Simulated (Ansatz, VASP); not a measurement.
# SrO: VASP beside Ansatz

```xyz
2
Lattice="0.0000 2.6588 2.6588 2.6588 0.0000 2.6588 2.6588 2.6588 0.0000" Properties=species:S:1:pos:R:3 pbc="T T T"
Sr    2.6588    2.6588    2.6588
O     0.0000    0.0000    0.0000
```

Alike in both runs: task single point; functional BLYP; k mesh 8 × 8 × 8; occupations gaussian, width 0.05 eV; no spin polarisation.

|  | VASP | Ansatz |
| --- | --- | --- |
| version | VASP 6.6.1 | Ansatz 0.2.0 |
| potentials or method | VASP PAW PBE potentials, release 64 (Sr_sv, O), cutoff 520 eV | scalar-relativistic, plane waves, PAW |
| valence electrons in the cell | 16 | 16 |

```tsv
	VASP	Ansatz	Ansatz less VASP
gap on the k mesh at the Fermi level (eV)	3.42	3.47	+0.048
least direct gap on the mesh (eV)	3.53	3.53	-0.001
pressure (GPa)	-2.5	-2.9	-0.37
```

VASP's potentials were made for PBE, not for BLYP.
